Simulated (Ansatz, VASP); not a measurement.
One calculation of BAs, two programs

File INCAR:

```
PREC = Accurate ; ENCUT = 520
EDIFF = 1E-6 ; ISMEAR = -1
SIGMA = 0.02 ; LREAL = F
LASPH = T ; NELM = 100
ALGO = Normal ; ISIF = 2
LWAVE = F ; LCHARG = F
GGA = PE ; NBANDS = 11
```

Contents of KPOINTS:

```
regular mesh
0
Gamma
  10 10 10
```

Contents of POSCAR:

```
BAs
1.0
    0.0000000000      2.5205500808      2.5205500808
    2.5205500808      0.0000000000      2.5205500808
    2.5205500808      2.5205500808      0.0000000000
B As
1 1
Direct
    0.0000000000      0.0000000000      0.0000000000
    0.2500000000      0.2500000000      0.2500000000
```

Input for Ansatz:

```yaml
crystal:
  lattice:
    - [0.0, 2.5205500808, 2.5205500808]
    - [2.5205500808, 0.0, 2.5205500808]
    - [2.5205500808, 2.5205500808, 0.0]
  atoms:
    - { symbol: B, position: [0.0, 0.0, 0.0] }
    - { symbol: As, position: [0.25, 0.25, 0.25] }
kpoints:
  mp_grid: { grid: [10, 10, 10] }
  band_path:
    path:
      - [0.0, 0.0, 0.0]
      - [-0.5, -0.5, 0.0]
      - [-0.375, -0.375, 0.25]
      - [-0.375, 0.0, 0.375]
      - [0.0, 0.0, 0.5]
      - [-0.5, -0.25, 0.25]
      - [0.0, 0.4, 0.4]
    npoints: 1
hamiltonian:
  xc: pbe
scf:
  occupations: { method: fermi_dirac, width: 0.02 }
  n_extra_bands: 4
output:
  forces: true
  stress: true
  eigenvalues: true
```

Change from the starting cell: hydrostatic strain +5.4%.

Alike in both runs: task single point; functional PBE; k mesh 10 × 10 × 10; occupations fermi-dirac, width 0.02 eV; no spin polarisation.

|  | VASP | Ansatz |
| --- | --- | --- |
| version | VASP 6.6.1 | Ansatz 0.2.0 |
| potentials or method | VASP PAW PBE potentials, release 64 (B, As) | plane waves, PAW |
| plane-wave cutoff (eV) | 520 | 420 |
| valence electrons in the cell | 8 | 18 |

Ansatz gave:

| Property | Result |
| --- | --- |
| gap on the k mesh at the Fermi level (eV) | 1.33 |
| pressure (GPa) | -13.8 |

Problem. Estimate VASP's values.

Solution. gap on the k mesh at the Fermi level (eV): 1.33; pressure (GPa): -13.5.

With one functional, cell and mesh, what is left measures potentials, basis and numerics. VASP's potentials hold 8 valence electrons a cell and Ansatz's 18, so a difference there can come from the potentials and not from the codes.
